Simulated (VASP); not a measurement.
# CdPtC6N6 (Fm-3m) in VASP: electric field gradients with PBE+U

Aim: the electric field gradients of CdPtC6N6 with PBE+U.

All numbers are computed with VASP 6.6.1; they aren't measurements. Logs are shortened: lines on timing, memory, paths and dates and some standing lists are left out, and cuts for length are marked.

## 1. The cell of the first run

The structure is cubic, space group Fm-3m (No. 225). The conventional cell has a = 10.946 Å, b = 10.946 Å, c = 10.946 Å, α = 90.00°, β = 90.00°, γ = 90.00°. Cd (site symmetry m-3m) has 6 N at 2.31 Å within 3.1 Å. Pt (site symmetry m-3m) has 6 C at 2.01 Å within 2.7 Å. Within 1.6 Å of C (site symmetry 4mm) lie 1 N at 1.16 Å. Within 1.6 Å of N (site symmetry 4mm) lie 1 C at 1.16 Å.

## 2. Electric field gradients, PBE+U

The input, INCAR:

```
PREC = Accurate
ENCUT = 520
EDIFF = 1E-8
ISMEAR = -1
SIGMA = 0.05
LREAL = False
LASPH = True
NELM = 150
ALGO = Normal
ISIF = 2
LWAVE = False
LCHARG = False
LMAXMIX = 4
LDAU = True
LDAUTYPE = 2
LDAUL = -1 2 -1 -1
LDAUU = 0 4 0 0
LDAUJ = 0 0 0 0
LDAUPRINT = 1
GGA = PE
LEFG = True
NBANDS = 51
```

The input, KPOINTS:

```
regular mesh
0
Gamma
  5 5 5
```

The input, POSCAR:

```
CdPtC6N6
1.0
    0.0000000000      5.4729000000      5.4729000000
    5.4729000000      0.0000000000      5.4729000000
    5.4729000000      5.4729000000      0.0000000000
Cd Pt C N
1 1 6 6
Direct
    0.5000000000      0.5000000000      0.5000000000
    0.0000000000      0.0000000000      0.0000000000
    0.1832860026      0.1832860026      0.8167139974
    0.8167139974      0.8167139974      0.1832860026
    0.8167139974      0.1832860026      0.1832860026
    0.1832860026      0.8167139974      0.8167139974
    0.1832860026      0.8167139974      0.1832860026
    0.8167139974      0.1832860026      0.8167139974
    0.2890170307      0.2890170307      0.7109829693
    0.7109829693      0.7109829693      0.2890170307
    0.7109829693      0.2890170307      0.2890170307
    0.2890170307      0.7109829693      0.7109829693
    0.2890170307      0.7109829693      0.2890170307
    0.7109829693      0.2890170307      0.7109829693
```

Potentials or basis: VASP PAW PBE potentials, release 64 (Cd, Pt, C, N).

Run with:

```sh
$ cat potpaw_PBE.64/Cd/POTCAR potpaw_PBE.64/Pt/POTCAR potpaw_PBE.64/C/POTCAR potpaw_PBE.64/N/POTCAR > POTCAR
$ mpirun -np 1 vasp_std > vasp.out
```

OUTCAR:

```text
PREC = Accurate
   ENCUT = 520
   EDIFF = 1E-8
   ISMEAR = -1
   LREAL = False
   LASPH = True
   NELM = 150
   ISIF = 2
   GGA = PE

 ion  position               nearest neighbor table
   1  0.500  0.500  0.500-   9 2.31  10 2.31  11 2.31  12 2.31  13 2.31  14 2.31
   2  0.000  0.000  0.000-   3 2.01   4 2.01   5 2.01   6 2.01   7 2.01   8 2.01
   3  0.183  0.183  0.817-   9 1.16   2 2.01
   4  0.817  0.817  0.183-  10 1.16   2 2.01
   5  0.817  0.183  0.183-  11 1.16   2 2.01
   6  0.183  0.817  0.817-  12 1.16   2 2.01
   7  0.183  0.817  0.183-  13 1.16   2 2.01
   8  0.817  0.183  0.817-  14 1.16   2 2.01
   9  0.289  0.289  0.711-   3 1.16   1 2.31
  10  0.711  0.711  0.289-   4 1.16   1 2.31
  11  0.711  0.289  0.289-   5 1.16   1 2.31
  12  0.289  0.711  0.711-   6 1.16   1 2.31
  13  0.289  0.711  0.289-   7 1.16   1 2.31
  14  0.711  0.289  0.711-   8 1.16   1 2.31

  LATTYP: Found a face centered cubic cell.
 ALAT       =    10.9458000000

  Lattice vectors:

 A1 = (   0.0000000000,   5.4729000000,   5.4729000000)
 A2 = (   5.4729000000,   0.0000000000,   5.4729000000)
 A3 = (   5.4729000000,   5.4729000000,   0.0000000000)

Analysis of symmetry for initial positions (statically):
=====================================================================
 Subroutine PRICEL returns:
 Original cell was already a primitive cell.

 Routine SETGRP: Setting up the symmetry group for a
 face centered cubic supercell.

 Subroutine GETGRP returns: Found 48 space group operations
 (whereof 48 operations were pure point group operations)
 out of a pool of 48 trial point group operations.

The static configuration has the point symmetry O_h .

Analysis of symmetry for dynamics (positions and initial velocities):
=====================================================================
 Subroutine PRICEL returns:
 Original cell was already a primitive cell.

 Routine SETGRP: Setting up the symmetry group for a
 face centered cubic supercell.

 Subroutine GETGRP returns: Found 48 space group operations
 (whereof 48 operations were pure point group operations)
 out of a pool of 48 trial point group operations.

The dynamic configuration has the point symmetry O_h .

 Subroutine INISYM returns: Found 48 space group operations
 (whereof 48 operations are pure point group operations),
 and found     1 'primitive' translations

----------------------------------------------------------------------------------------

                                     Primitive cell

  volume of cell :     327.8555

  direct lattice vectors                    reciprocal lattice vectors
     0.000000000  5.472900000  5.472900000    -0.091359243  0.091359243  0.091359243
     5.472900000  0.000000000  5.472900000     0.091359243 -0.091359243  0.091359243
     5.472900000  5.472900000  0.000000000     0.091359243  0.091359243 -0.091359243

  length of vectors
     7.739849406  7.739849406  7.739849406     0.158238850  0.158238850  0.158238850

  position of ions in fractional coordinates (direct lattice)
     0.500000000  0.500000000  0.500000000
     0.000000000  0.000000000  0.000000000
     0.183286003  0.183286003  0.816713997
     0.816713997  0.816713997  0.183286003
     0.816713997  0.183286003  0.183286003
     0.183286003  0.816713997  0.816713997
     0.183286003  0.816713997  0.183286003
     0.816713997  0.183286003  0.816713997
     0.289017031  0.289017031  0.710982969
     0.710982969  0.710982969  0.289017031
     0.710982969  0.289017031  0.289017031
     0.289017031  0.710982969  0.710982969
     0.289017031  0.710982969  0.289017031
     0.710982969  0.289017031  0.710982969

  ion indices of the primitive-cell ions
[... 144 lines left out ...]
  o =  0.9152  v =  1.0000  0.0000  0.0000  0.0000  0.0000  0.0000  0.0000  0.0000  0.0000  0.0000      0.0000  0.0000  0.0000  0.0000  0.0000  0.0000  0.0000  0.0000  0.0000  0.0000
  o =  0.9152  v =  0.0000  0.0000  0.0000  0.0000  0.0000  1.0000  0.0000  0.0000  0.0000  0.0000      0.0000  0.0000  0.0000  0.0000  0.0000  0.0000  0.0000  0.0000  0.0000  0.0000

 number of electron      76.0000009 magnetization

 Free energy of the ion-electron system (eV)
  ---------------------------------------------------
  ext. energy  EPLUGINS =         0.00000000
  ---------------------------------------------------
  free energy    TOTEN  =      -104.62509221 eV

  energy without entropy =     -104.62509221  energy(sigma->0) =     -104.62509221

 E-fermi :  -2.9262     XC(G=0):  -6.4486

 val. band max:       -4.1350399462   @ k =  -0.4000   0.2000   0.0000
 cond. band min:       1.1123362159   @ k =   0.4000   0.4000   0.0000
 fundamental gap:      5.2473761621
 Fermi energy:        -2.9261755850

 k-point     1 :       0.0000    0.0000    0.0000
  band No.  band energies     occupation
      1     -19.4891      2.00000
      2     -19.3302      2.00000
      3     -19.3302      2.00000
      4     -19.3302      2.00000
      5     -19.3061      2.00000
      6     -19.3061      2.00000
[... 519 lines left out ...]
     49       3.2466      0.00000
     50       3.9434      0.00000
 [bands above 50 left out]

------------------------ aborting loop because EDIFF is reached ----------------------------------------

  FORCE on cell =-STRESS in cart. coord.  units (eV):
  Direction    XX          YY          ZZ          XY          YZ          ZX
  --------------------------------------------------------------------------------------
  -------------------------------------------------------------------------------------
  Total        2.7366861      2.7366861      2.7366861      0.0000000      0.0000000      0.0000000
  in kB       13.3737448     13.3737448     13.3737448      0.0000000      0.0000000      0.0000000
  external PRESSURE =      13.3737448 kB  Pullay stress =       0.0000000 kB

 VOLUME and BASIS-vectors are now :
 -----------------------------------------------------------------------------
  energy-cutoff  :      520.00
  volume of cell :      327.86
      direct lattice vectors                 reciprocal lattice vectors
     0.000000000  5.472900000  5.472900000    -0.091359243  0.091359243  0.091359243
     5.472900000  0.000000000  5.472900000     0.091359243 -0.091359243  0.091359243
     5.472900000  5.472900000  0.000000000     0.091359243  0.091359243 -0.091359243

 POSITION                                       TOTAL-FORCE (eV/Angst)
 -----------------------------------------------------------------------------------
      5.47290      5.47290      5.47290         0.000000      0.000000      0.000000
      0.00000      0.00000      0.00000         0.000000      0.000000      0.000000
      5.47290      5.47290      2.00621         0.000000      0.000000     -0.689847
      5.47290      5.47290      8.93959         0.000000      0.000000      0.689847
      2.00621      5.47290      5.47290        -0.689847      0.000000      0.000000
      8.93959      5.47290      5.47290         0.689847      0.000000      0.000000
      5.47290      2.00621      5.47290         0.000000     -0.689847      0.000000
      5.47290      8.93959      5.47290         0.000000      0.689847      0.000000
      5.47290      5.47290      3.16352         0.000000      0.000000      0.361290
      5.47290      5.47290      7.78228         0.000000      0.000000     -0.361290
      3.16352      5.47290      5.47290         0.361290      0.000000      0.000000
      7.78228      5.47290      5.47290        -0.361290      0.000000      0.000000
      5.47290      3.16352      5.47290         0.000000      0.361290      0.000000
      5.47290      7.78228      5.47290         0.000000     -0.361290      0.000000
 -----------------------------------------------------------------------------------
    total drift:                               -0.000000     -0.000000      0.000000

  FREE ENERGIE OF THE ION-ELECTRON SYSTEM (eV)
  ---------------------------------------------------
  free  energy   TOTEN  =      -104.6250922139 eV

  energy  without entropy=     -104.6250922139  energy(sigma->0) =     -104.62509221

 Electric field gradients (V/A^2)
---------------------------------------------------------------------
 ion       V_xx      V_yy      V_zz      V_xy      V_xz      V_yz
---------------------------------------------------------------------
   1       0.000     0.000    -0.000     0.002     0.002     0.002
   2       0.000    -0.000     0.000     0.001     0.001     0.001
   3      25.776    25.776   -51.551     0.000     0.000     0.000
   4      25.776    25.776   -51.551     0.000     0.000     0.000
   5     -51.551    25.776    25.776     0.000     0.000     0.000
   6     -51.551    25.776    25.776     0.000     0.000     0.000
   7      25.776   -51.551    25.776     0.000     0.000     0.000
   8      25.776   -51.551    25.776     0.000     0.000     0.000
   9      35.261    35.261   -70.521     0.000     0.000     0.000
  10      35.261    35.261   -70.521     0.000     0.000     0.000
  11     -70.521    35.261    35.261     0.000     0.000     0.000
  12     -70.521    35.261    35.261     0.000     0.000     0.000
  13      35.261   -70.521    35.261     0.000     0.000     0.000
  14      35.261   -70.521    35.261     0.000     0.000     0.000
---------------------------------------------------------------------

 Electric field gradients after diagonalization (V/A^2)
 (convention: |V_zz| > |V_xx| > |V_yy|)
----------------------------------------------------------------------
 ion       V_xx      V_yy      V_zz     asymmetry (V_yy - V_xx)/ V_zz
----------------------------------------------------------------------
   1      -0.002    -0.002     0.005       0.000
   2      -0.001    -0.001     0.001       0.000
   3      25.776    25.776   -51.551       0.000
   4      25.776    25.776   -51.551       0.000
   5      25.776    25.776   -51.551       0.000
   6      25.776    25.776   -51.551       0.000
   7      25.776    25.776   -51.551       0.000
   8      25.776    25.776   -51.551       0.000
   9      35.261    35.261   -70.521       0.000
  10      35.261    35.261   -70.521       0.000
  11      35.261    35.261   -70.521       0.000
  12      35.261    35.261   -70.521       0.000
  13      35.261    35.261   -70.521       0.000
  14      35.261    35.261   -70.521       0.000
----------------------------------------------------------------------

           NMR quadrupolar parameters

 Cq : quadrupolar parameter    Cq=e*Q*V_zz/h
 eta: asymmetry parameters     (V_yy - V_xx)/ V_zz
 Q  : nuclear electric quadrupole moment in mb (millibarn)
----------------------------------------------------------------------
 ion       Cq(MHz)       eta       Q (mb)
----------------------------------------------------------------------
   1       0.000       0.000       1.000
   2       0.000       0.000       1.000
   3      -0.125       0.000       1.000
   4      -0.125       0.000       1.000
   5      -0.125       0.000       1.000
   6      -0.125       0.000       1.000
   7      -0.125       0.000       1.000
   8      -0.125       0.000       1.000
   9      -0.171       0.000       1.000
  10      -0.171       0.000       1.000
  11      -0.171       0.000       1.000
  12      -0.171       0.000       1.000
  13      -0.171       0.000       1.000
  14      -0.171       0.000       1.000
----------------------------------------------------------------------
```

Wall time 2.8 min (1 thread of Intel Xeon 6975P-C (Granite Rapids), shared host); peak memory 0.58 GiB.

Results:

| Quantity | Value |
| --- | --- |
| Free energy | -104.6251 eV |
| Pressure | 1.3 GPa |
| Largest force | 0.690 eV/Å |
| Band gap on the k mesh | 5.25 eV (least direct gap 5.39 eV) |
| Largest electric field gradient by atom | Cd +0.0; Pt -0.0; C -51.6; N -70.5 V/Å² |

Forces on the atoms (eV/Å):
```
Cd   0.000  0.000  0.000
Pt   0.000  0.000  0.000
C    0.000  0.000 -0.690
C    0.000  0.000  0.690
C   -0.690  0.000  0.000
C    0.690  0.000  0.000
C    0.000 -0.690  0.000
C    0.000  0.690  0.000
N    0.000  0.000  0.361
N    0.000  0.000 -0.361
N    0.361  0.000  0.000
N   -0.361  0.000  0.000
N    0.000  0.361  0.000
N    0.000 -0.361  0.000
```

Electric field gradients, principal values (V/Å²):
| atom | least | middle | greatest (by size) |
| --- | --- | --- | --- |
| 1 Cd | -0.002 | -0.002 | 0.005 |
| 2 Pt | -0.001 | -0.001 | 0.001 |
| 3 C | 25.776 | 25.776 | -51.551 |
| 4 C | 25.776 | 25.776 | -51.551 |
| 5 C | 25.776 | 25.776 | -51.551 |
| 6 C | 25.776 | 25.776 | -51.551 |
| 7 C | 25.776 | 25.776 | -51.551 |
| 8 C | 25.776 | 25.776 | -51.551 |
| 9 N | 35.261 | 35.261 | -70.521 |
| 10 N | 35.261 | 35.261 | -70.521 |
| 11 N | 35.261 | 35.261 | -70.521 |
| 12 N | 35.261 | 35.261 | -70.521 |
| 13 N | 35.261 | 35.261 | -70.521 |
| 14 N | 35.261 | 35.261 | -70.521 |

Eigenvalues of the final occupation matrices:
| site | spin | trace | eigenvalues |
| --- | --- | --- | --- |
| site 2 d | 1 | 4.13 | 0.69 0.69 0.92 0.92 0.92 |
| site 2 d | 2 | 4.13 | 0.69 0.69 0.92 0.92 0.92 |

Caveat: without QUAD_EFG the Cq values of the log hold for a quadrupole moment of 1 mb, not for the nuclei; spin-orbit coupling is left out, which moves the levels of the heavy elements; an odd mesh through Γ misses points on the zone boundary, where band edges can lie.
